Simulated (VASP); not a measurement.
A run of VASP 6.6.1 is set up as follows.

The input INCAR:

```
ALGO = Normal
EDIFF = 1E-8
ENCUT = 520
GGA = PE
GGA_COMPAT = False
ISIF = 2
ISMEAR = -1
LASPH = True
LCHARG = False
LEFG = True
LREAL = False
LWAVE = False
NBANDS = 33
NELM = 120
PREC = Accurate
SIGMA = 0.08
```

KPOINTS

```
k-points
0
Gamma
  13 13 13
```

File POSCAR:

```
TiO2
1.0
   -1.8925000000      1.8925000000      4.6142900000
    1.8925000000     -1.8925000000      4.6142900000
    1.8925000000      1.8925000000     -4.6142900000
Ti O
2 4
Direct
    0.0000000000      0.0000000000      0.0000000000
    0.7500000000      0.2500000000      0.5000000000
    0.2066000000      0.2066000000      0.0000000000
    0.9566000000      0.4566000000      0.5000000000
    0.5434000000      0.0434000000      0.5000000000
    0.7934000000      0.7934000000      0.0000000000
```

Potentials or basis: VASP PAW PBE potentials, release 64 (Ti_sv, O).

Command:

```console
$ cat potpaw_PBE.64/Ti_sv/POTCAR potpaw_PBE.64/O/POTCAR > POTCAR
$ mpirun -np 1 vasp_std > vasp.out
```

Estimate the band gap on the k mesh.

2.19 eV (least direct gap 2.47 eV).

Predict the largest force.

1.122 eV/Å.

Estimate the pressure.

15.1 GPa.

Forces in eV/Å, atoms in the order of the input:
```
Ti   0.000  0.000  0.000
Ti   0.000  0.000  0.000
O    0.000  0.000  1.122
O    0.000  0.000  1.122
O    0.000  0.000 -1.122
O    0.000  0.000 -1.122
```

Caveat: the cell differs from its parent crystal (zz strain of -3 %); the stress differs along the axes, from 10 to 25 GPa; without QUAD_EFG the Cq values of the log hold for a quadrupole moment of 1 mb, not for the nuclei; forces of over 1 eV/Å act on the atoms, so gaps and moduli don't describe the material at rest. A k mesh can miss the band edges.
